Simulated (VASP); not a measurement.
# MoS2 in VASP: notebook, part 2 of 2

VASP 6.6.1. Earlier steps stand in the parts before.

## 5. Single point, r2SCAN

This run uses another cell than the first one.

Input file POSCAR:

```
MoS2
1.0
    3.1841260822      0.0000000000      0.0000000000
   -1.5920630411      2.7575340760      0.0000000000
    0.0000000000      0.0000000000     17.3345999500
Mo S
1 2
Direct
    0.0028990000     -0.0138400000     -0.0004740000
    0.3313860000      0.6610750000      0.9105550000
    0.3217360000      0.6551810000      0.0895260000
```

Input file INCAR.step1:

```
SYSTEM = MoS2
ALGO = Normal
EDIFF = 1E-4
ENCUT = 520
GGA = PE
ISMEAR = -1
LASPH = .True.
LCHARG = .False.
LREAL = .False.
LWAVE = .True.
NBANDS = 20
NELM = 80
PREC = Accurate
SIGMA = 0.1
```

Input file INCAR.step2:

```
SYSTEM = MoS2
ALGO = Normal
EDIFF = 1E-6
ENCUT = 520
ISIF = 2
ISMEAR = -1
ISTART = 1
LASPH = .True.
LCHARG = .False.
LMIXTAU = .True.
LREAL = .False.
LWAVE = .False.
METAGGA = R2SCAN
NBANDS = 20
NELM = 80
PREC = Accurate
SIGMA = 0.1
```

Input file KPOINTS:

```
k-points
0
Gamma
  11 11 2
  0 0 0
```

Potentials or basis: VASP PAW PBE potentials, release 64 (Mo_sv, S).

On the command line:

```sh
$ cat potpaw_PBE.64/Mo_sv/POTCAR potpaw_PBE.64/S/POTCAR > POTCAR
$ cp INCAR.step1 INCAR
$ mpirun -np 1 vasp_std > vasp.out
$ cp INCAR.step2 INCAR
$ mpirun -np 1 vasp_std > vasp.out
```

OUTCAR:

```text
SYSTEM = MoS2
   EDIFF = 1E-6
   ENCUT = 520
   ISIF = 2
   ISMEAR = -1
   ISTART = 1
   LASPH = .True.
   LREAL = .False.
   METAGGA = R2SCAN
   NELM = 80
   PREC = Accurate

 ion  position               nearest neighbor table
   1  0.003  0.986  1.000-   2 2.37   3 2.38   2 2.41   3 2.42   2 2.42   3 2.44
   2  0.331  0.661  0.911-   1 2.37   1 2.41   1 2.42
   3  0.322  0.655  0.090-   1 2.38   1 2.42   1 2.44

  LATTYP: Found a hexagonal cell.
 ALAT       =     3.1841260822
 C/A-ratio  =     5.4440683260

  Lattice vectors:
[... 742 lines left out ...]

  FORCE on cell =-STRESS in cart. coord.  units (eV):
  Direction    XX          YY          ZZ          XY          YZ          ZX
  --------------------------------------------------------------------------------------
  -------------------------------------------------------------------------------------
  Total        0.1476197     -0.0253845      0.1291809     -0.2244728      0.2211851      0.2897078
  in kB        1.5539243     -0.2672104      1.3598273     -2.3629213      2.3283138      3.0496209
  external PRESSURE =       0.8821804 kB  Pullay stress =       0.0000000 kB

 VOLUME and BASIS-vectors are now :
 -----------------------------------------------------------------------------
  energy-cutoff  :      520.00
  volume of cell :      152.20
      direct lattice vectors                 reciprocal lattice vectors
     3.184126082  0.000000000  0.000000000     0.314057915  0.181321422  0.000000000
    -1.592063041  2.757534076  0.000000000     0.000000000  0.362642844  0.000000000
     0.000000000  0.000000000 17.334599950     0.000000000  0.000000000  0.057688092

 POSITION                                       TOTAL-FORCE (eV/Angst)
 -----------------------------------------------------------------------------------
     -1.56080      2.71937     17.32638        -0.811466      0.311755      0.267465
      0.00270      1.82294     15.78411         0.314536     -0.228074     -0.181671
     -0.01864      1.80668      1.55190         0.496930     -0.083680     -0.085795
 -----------------------------------------------------------------------------------
    total drift:                               -0.000030      0.000409     -0.000028

  FREE ENERGIE OF THE ION-ELECTRON SYSTEM (eV)
  ---------------------------------------------------
  free  energy   TOTEN  =       -44.9801959251 eV

  energy  without entropy=      -44.9801645675  energy(sigma->0) =      -44.98018025
```

OUTCAR.step1:

```text
SYSTEM = MoS2
   EDIFF = 1E-4
   ENCUT = 520
   GGA = PE
   ISMEAR = -1
   LASPH = .True.
   LREAL = .False.
   NELM = 80
[... 774 lines left out ...]
     -1.56080      2.71937     17.32638        -0.788522      0.303507      0.259318
      0.00270      1.82294     15.78411         0.305663     -0.221908     -0.357274
     -0.01864      1.80668      1.55190         0.482858     -0.081599      0.097957
 -----------------------------------------------------------------------------------
    total drift:                                0.000303      0.000318      0.000009

  FREE ENERGIE OF THE ION-ELECTRON SYSTEM (eV)
  ---------------------------------------------------
  free  energy   TOTEN  =       -21.8299888619 eV

  energy  without entropy=      -21.8299365387  energy(sigma->0) =      -21.82996270
```

OSZICAR.step1:

```text
N       E                     dE             d eps       ncg     rms          rms(c)
DAV:   1     0.159518730276E+03    0.15952E+03   -0.12287E+04  6208   0.107E+03
DAV:   2    -0.125856148923E+02   -0.17210E+03   -0.16811E+03  6628   0.253E+02
DAV:   3    -0.231678293807E+02   -0.10582E+02   -0.10480E+02  6376   0.552E+01
DAV:   4    -0.233414419828E+02   -0.17361E+00   -0.17341E+00  6368   0.747E+00
DAV:   5    -0.233451806273E+02   -0.37386E-02   -0.37384E-02  6384   0.107E+00    0.240E+01
DAV:   6    -0.222345549896E+02    0.11106E+01   -0.11511E+01  5376   0.199E+01    0.892E+00
DAV:   7    -0.220324409645E+02    0.20211E+00   -0.54081E+00  5332   0.130E+01    0.599E+00
DAV:   8    -0.218338890922E+02    0.19855E+00   -0.10475E+00  5764   0.603E+00    0.155E+00
DAV:   9    -0.218338507556E+02    0.38337E-04   -0.35755E-02  6312   0.115E+00    0.783E-01
DAV:  10    -0.218304328636E+02    0.34179E-02   -0.14974E-02  5824   0.760E-01    0.145E-01
DAV:  11    -0.218300599857E+02    0.37288E-03   -0.71371E-04  5996   0.172E-01    0.742E-02
DAV:  12    -0.218299888619E+02    0.71124E-04   -0.10803E-04  4532   0.561E-02
   1 F= -.21829989E+02 E0= -.21829963E+02  d E =-.523232E-04
```

Wall time 10 min (1 thread of Intel Xeon 6975P-C (Granite Rapids), shared host); peak memory 0.51 GiB.

Results:

```
Free energy            : -44.9802 eV
Largest force          : 0.910 eV/Å
Band gap on the k mesh : 1.78 eV (least direct gap 1.95 eV)
```

Forces in eV/Å, atoms in the order of the input:
```
Mo  -0.811  0.312  0.267
S    0.315 -0.228 -0.182
S    0.497 -0.084 -0.086
```

Caveat: the PAW data sets were made with another functional, which shifts forces and pressure a little.

## 6. Single point, PBE+D3(BJ)

This run uses another cell than the first one, of 19.14 Å³/atom.

Input file INCAR:

```
SYSTEM = MoS2
ALGO = Normal ; EDIFF = 1E-6
ENCUT = 520 ; GGA = PE
ISIF = 2 ; ISMEAR = -1
IVDW = 12 ; LASPH = .True.
LCHARG = .False. ; LREAL = .False.
LWAVE = .False. ; NBANDS = 20
NELM = 80 ; PREC = Accurate
SIGMA = 0.05
```

Input file KPOINTS:

```
k-points
0
Gamma
  10 10 2
  0 0 0
```

Input file POSCAR:

```
MoS2
1.0
    3.1490049846      0.0000000000      0.0000000000
   -1.5745024923      2.7271183133      0.0000000000
    0.0000000000      0.0000000000      6.6871511971
Mo S
1 2
Direct
    0.0000000000      0.0000000000      0.0000000000
    0.3333333333      0.6666666667      0.7656202214
    0.3333333333      0.6666666667      0.2343797786
```

Potentials or basis: VASP PAW PBE potentials, release 64 (Mo_sv, S).

On the command line:

```sh
$ cat potpaw_PBE.64/Mo_sv/POTCAR potpaw_PBE.64/S/POTCAR > POTCAR
$ mpirun -np 1 vasp_std > vasp.out
```

It took 16 s on 1 thread of Intel Xeon 6975P-C (Granite Rapids), shared host; peak memory 0.19 GiB.

It converged, with:

* Free energy: -22.9840 eV
* Pressure: -0.1 GPa
* Largest force: 0.012 eV/Å
* Band gap on the k mesh: 1.31 eV (least direct gap 2.04 eV)
* Dispersion energy per atom: -0.396 eV

Forces on the atoms (eV/Å):
```
Mo   0.000  0.000  0.000
S    0.000  0.000  0.012
S    0.000  0.000 -0.012
```

Levels at points of the mesh, in eV from the valence-band top:
```
           k point  band 11  band 12  band 13  band 14  band 15  band 16
(0.00, 0.00, 0.00)    -1.84    -1.51    -0.89     2.48     2.48     2.64
(0.50, 0.00, 0.00)    -1.98    -1.34    -1.25     1.96     2.36     3.86
(0.00, 0.00, 0.50)    -1.85    -1.85     0.00     2.42     2.42     2.73
(0.50, 0.00, 0.50)    -2.77    -1.27    -0.85     1.98     2.55     3.22
```

Caveat: the k points lie up to 0.47 Å⁻¹ apart.

## 7. Overview

```tsv
level	U	cell	k mesh	smearing	gap on the mesh (eV)	largest force (eV/Å)
PBEsol+U	Mo d U = 4.0 eV	a = 3.142, b = 3.142, c = 17.337 Å, angles 90.0, 90.0, 120.0°, 3 atoms, atomic positions A	10 × 10 × 2	fermi-dirac 0.05 eV	1.98	0.30
PBEsol+U	Mo d U = 5.0 eV	a = 3.144, b = 3.144, c = 17.337 Å, angles 90.0, 90.0, 120.0°, 3 atoms, atomic positions A	10 × 10 × 2	fermi-dirac 0.05 eV	1.96	0.39
PBEsol+U	Mo d U = 6.0 eV	a = 3.145, b = 3.145, c = 17.336 Å, angles 90.0, 90.0, 120.0°, 3 atoms, atomic positions A	10 × 10 × 2	fermi-dirac 0.05 eV	1.93	0.47
r2SCAN	-	a = 3.184, b = 3.184, c = 17.335 Å, angles 90.0, 90.0, 120.0°, 3 atoms, atomic positions B	11 × 11 × 2	fermi-dirac 0.1 eV	1.78	0.91
PBE+D3(BJ)	-	a = 3.149, b = 3.149, c = 6.687 Å, angles 90.0, 90.0, 120.0°, 3 atoms, atomic positions C	10 × 10 × 2	fermi-dirac 0.05 eV	1.31	0.01
```

Alike in all rows: task single point; potentials or basis VASP PAW PBE potentials, release 64 (Mo_sv, S); no spin polarisation; cutoff (eV) 520.

Caveats: some runs use coarse meshes; the PAW data sets were made with another functional, which shifts forces and pressure a little (at least some runs).

Absolute energies hang on the potentials; compare differences alone.
